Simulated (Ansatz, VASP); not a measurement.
## One calculation of AlNi, two programs

```
Al Ni
1.0
     2.91673    0.00000    0.00000
     0.00000    2.91673    0.00000
     0.00000    0.00000    2.91673
Al Ni
1 1
Direct
  0.00000 0.00000 0.97926
  0.50000 0.50000 0.50954
```

Change from the starting cell: mode 6 frozen in at -0.060 Å, equal normal strain along x, y and z +0.0083.

Alike in both runs: task single point; functional PBE; k mesh 16 × 16 × 16; occupations gaussian, width 0.15 eV; no spin polarisation.

|  | VASP | Ansatz |
| --- | --- | --- |
| version | VASP 6.6.1 | Ansatz 0.2.0 |
| potentials or method | VASP PAW PBE potentials, release 64 (Al, Ni), cutoff 520 eV | scalar-relativistic, plane waves, PAW |
| valence electrons in the cell | 13 | 21 |

Ansatz gave:

* gap on the k mesh at the Fermi level (eV): none
* pressure (GPa): -3.3
* traceless stress, the component that is largest in VASP (GPa): -0.20
* rms of the force components (eV/Å): 0.261

Task: Which values does VASP return?

Result: gap on the k mesh at the Fermi level (eV): none; pressure (GPa): -3.2; traceless stress, the component that is largest in VASP (GPa): -0.20; rms of the force components (eV/Å): 0.262.

Atom by atom the forces differ by 0.002 eV/Å (rms over components). A gap of «none» marks a metal or a gap that the smearing closes. With one functional, cell and mesh, what is left measures potentials, basis and numerics. VASP's potentials hold 13 valence electrons a cell and Ansatz's 21, so a difference there can come from the potentials and not from the codes.
